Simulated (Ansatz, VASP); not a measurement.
## BaTiO3 in VASP and in Ansatz

```
Ba Ti O
1.0
     3.92422    0.00000    0.00000
     0.00000    3.92422    0.00000
     0.00000    0.00000    3.92422
Ba Ti O
1 1 3
Direct
  0.50000 0.50000 0.50000
  0.00000 0.00000 0.00000
  0.00000 0.00000 0.50000
  0.00000 0.50000 0.00000
  0.50000 0.00000 0.00000
```

Alike in both runs: task single point; functional r2SCAN; k mesh 7 × 7 × 7; occupations fermi-dirac, width 0.05 eV; no spin polarisation.

```csv
,VASP,Ansatz
version,VASP 6.6.1,Ansatz 0.2.0
potentials or method,"VASP PAW PBE potentials, release 64 (Ba_sv, Ti_sv, O)",Ansatz PAW
plane-wave cutoff (eV),520,500
valence electrons in the cell,40,40
```

Ansatz gave:

* gap on the k mesh at the Fermi level (eV): 2.35
* least direct gap on the mesh (eV): 2.35
* pressure (GPa): 10.8

Q: Which values does VASP return?

A: gap on the k mesh at the Fermi level (eV): 2.34; least direct gap on the mesh (eV): 2.37; pressure (GPa): 13.2.

VASP's potentials were made for PBE, not for r2SCAN.

Neither program's run includes spin-orbit coupling. Noted on Ansatz's run: odd divisions of the mesh miss points on the zone boundary, where band edges often lie, so the gap on the mesh can be too wide.
